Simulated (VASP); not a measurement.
Crystal: Cu.

```
CELL_PARAMETERS angstrom
0.00000 2.48500 2.48500
2.48500 0.00000 2.48500
2.48500 2.48500 0.00000
ATOMIC_POSITIONS crystal
Cu 0.00000 0.00000 0.00000
Cu 0.25000 0.25000 0.25000
```

This isn't the form of Cu at room conditions, which is fcc.

```yaml
Program: VASP 6.6.1
Task: relaxation of cell and atoms
Functional: r2SCAN
Potentials_or_basis: VASP PAW PBE potentials, release 64 (Cu)
Cutoff: 660 eV
k_mesh: 9 × 9 × 9
Occupations: fermi-dirac, width 0.1 eV
Spin: no spin polarisation
```

At the start: pressure 16.5 GPa; volume 15.35 Å³/atom.

Task: Where does the relaxation end?

Result: Over 3 steps the energy falls by 123.4 meV/atom and the volume is 18.14 Å³/atom (+18.2 %); space group Fd-3m (No. 227, to 0.1 Å) before and after.

The path:
```
step  energy change (eV)  largest force (eV/Å)  pressure (GPa)  volume (Å³)
   1              0.0000                0.0000           16.48        30.69
   2             -0.2290                0.0000           -2.91        38.25
   3             -0.2468                0.0000            0.12        36.28
```

Final structure:
```
CELL_PARAMETERS angstrom
0.00000 2.62757 2.62757
2.62757 0.00000 2.62757
2.62757 2.62757 0.00000
ATOMIC_POSITIONS crystal
Cu 0.00000 0.00000 0.00000
Cu 0.25000 0.25000 0.25000
```

Caveat: the volume moved by over 15 % at a fixed basis, so the end points are rough; the PAW data sets were made with another functional, which shifts forces and pressure a little.
